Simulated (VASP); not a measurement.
Crystal: CoSn.

```xyz
6
Lattice="5.2460 0.0000 0.0000 -2.6230 4.5432 0.0000 0.0000 0.0000 4.1876" Properties=species:S:1:pos:R:3 pbc="T T T"
Co   -1.3115    2.2716    0.0000
Co    1.3115    2.2716    0.0000
Co    2.6230    0.0000    0.0000
Sn    2.6230    1.5144    2.0938
Sn    0.0000    3.0288    2.0938
Sn    0.0000    0.0000    0.0000
```

```yaml
Program: VASP 6.6.1
Task: relaxation of cell and atoms
Functional: PBE
Potentials_or_basis: VASP PAW PBE potentials, release 64 (Co, Sn_d)
Cutoff: 600 eV
k_mesh: 9 × 9 × 8
Occupations: gaussian, width 0.1 eV
Spin: no spin polarisation
```

At the start: pressure 3.9 GPa; volume 16.63 Å³/atom.

Problem. Where does the relaxation end?

Solution. Over 3 steps the energy falls by 5.7 meV/atom and the volume is 17.12 Å³/atom (+2.9 %); space group P6/mmm (No. 191, to 0.05 Å).

The path:
```csv
step,energy change (eV),largest force (eV/Å),pressure (GPa),volume (Å³)
1,0.0000,0.0000,3.91,99.81
2,0.0008,0.0000,-3.50,105.79
3,-0.0343,0.0000,0.00,102.70
```

Final structure:
```cif
data_structure
_symmetry_space_group_name_H-M 'P 1'
_symmetry_Int_Tables_number 1
_cell_length_a 5.2961
_cell_length_b 5.2961
_cell_length_c 4.2280
_cell_angle_alpha 90.000
_cell_angle_beta 90.000
_cell_angle_gamma 120.000
_cell_volume 102.70
loop_
_atom_site_label
_atom_site_type_symbol
_atom_site_fract_x
_atom_site_fract_y
_atom_site_fract_z
_atom_site_occupancy
Co1 Co 0.00000 0.50000 0.00000 1
Co2 Co 0.50000 0.50000 0.00000 1
Co3 Co 0.50000 0.00000 0.00000 1
Sn1 Sn 0.66667 0.33333 0.50000 1
Sn2 Sn 0.33333 0.66667 0.50000 1
Sn3 Sn 0.00000 0.00000 0.00000 1
```
